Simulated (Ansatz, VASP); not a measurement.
## One calculation of Ge, two programs

File INCAR:

```
PREC = Accurate
ENCUT = 520
EDIFF = 1E-6
ISMEAR = -1
SIGMA = 0.1
LREAL = F
LASPH = T
NELM = 100
ALGO = Normal
ISIF = 2
LWAVE = F
LCHARG = F
GGA = RE
NBANDS = 36
```

KPOINTS

```
Automatic mesh
0
Gamma
  16 16 5
```

The input POSCAR:

```
Ge
1.0
    3.0367277957      0.0000000000      0.0000000000
   -1.5183638978      2.6298834154      0.0000000000
    0.0000000000      0.0000000000      9.9556797359
Ge
4
Direct
    1.0000000000      1.0000000000      0.0000000000
    1.0000000000      1.0000000000      0.5000000000
    0.3333333333      0.6666666667      0.2500000000
    0.6666666667      0.3333333333      0.7500000000
```

Input for Ansatz:

```yaml
crystal:
  lattice:
    - [3.0367277957, 0.0, 0.0]
    - [-1.5183638978, 2.6298834154, 0.0]
    - [0.0, 0.0, 9.9556797359]
  atoms:
    - { symbol: Ge, position: [1.0, 1.0, 0.0] }
    - { symbol: Ge, position: [1.0, 1.0, 0.5] }
    - { symbol: Ge, position: [0.3333333333, 0.6666666667, 0.25] }
    - { symbol: Ge, position: [0.6666666667, 0.3333333333, 0.75] }
hamiltonian:
  xc: revpbe
  pseudopotentials:
    kind: paw
    azcp:
      Ge: "pseudopotentials/Ge.paw.azcp"
basis:
  ecutwfc: 420
  fft_grid_basis: typed
kpoints:
  mp_grid: { grid: [16, 16, 5], shift: [0, 0, 0] }
magnetization:
  spin_polarized: false
scf:
  occupations: { method: fermi_dirac, width: 0.1 }
output:
  stress: true
  write_density: true
  write_potential: true
  elf: true
  volumetric_format: npy
```

Alike in both runs: task single point; functional revPBE; k mesh 16 × 16 × 5; occupations fermi-dirac, width 0.1 eV; no spin polarisation.

|  | VASP | Ansatz |
| --- | --- | --- |
| version | VASP 6.6.1 | Ansatz 0.2.0 |
| potentials or method | VASP PAW PBE potentials, release 64 (Ge_d), cutoff 520 eV | plane waves (420 eV) with PAW, scalar-relativistic |
| valence electrons in the cell | 56 | 56 |

Ansatz gave:

| Item | Value |
| --- | --- |
| pressure (GPa) | -0.1 |
| traceless stress, the component that is largest in VASP (GPa) | 0.61 |

**Question.** Which values does VASP return?

**Answer.** Pressure (GPa): 0.3; traceless stress, the component that is largest in VASP (GPa): 0.61.

VASP's potentials were made for PBE, not for revPBE.
